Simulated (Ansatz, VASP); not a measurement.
## ScAl2N3 in VASP and in Ansatz

```xyz
6
Lattice="3.0197 0.0000 0.0000 -1.5098 2.6151 0.0000 0.0000 0.0000 8.6794" Properties=species:S:1:pos:R:3 pbc="T T T"
Sc    1.5098    0.8717    0.0000
Al    1.5098    0.8717    6.1002
Al    1.5098    0.8717    2.5792
N     0.0000    1.7434    1.6196
N     0.0000    1.7434    7.0598
N     1.5098    0.8717    4.3397
```

Alike in both runs: functional PBE; k mesh 4 × 4 × 2; occupations gaussian, width 0.15 eV; no spin polarisation.

Ansatz relaxed the structure, and its values are those at the end. VASP's run is a single point on that final structure, the one shown.

|  | VASP | Ansatz |
| --- | --- | --- |
| version | VASP 6.6.1 | Ansatz 0.2.0 |
| potentials or method | VASP PAW PBE potentials, release 64 (Sc_sv, Al, N), cutoff 600 eV | scalar-relativistic, plane waves, PAW |
| valence electrons in the cell | 32 | 32 |

|  | VASP | Ansatz | Ansatz less VASP |
| --- | --- | --- | --- |
| gap on the k mesh at the Fermi level (eV) | none | none | - |
| pressure (GPa) | -0.4 | -0.4 | +0.02 |
| rms of the force components (eV/Å) | 0.007 | 0.013 | +0.0058 |

A gap of «none» marks a metal or a gap that the smearing closes.

The k mesh is coarse, so the values compare programs but aren't converged.
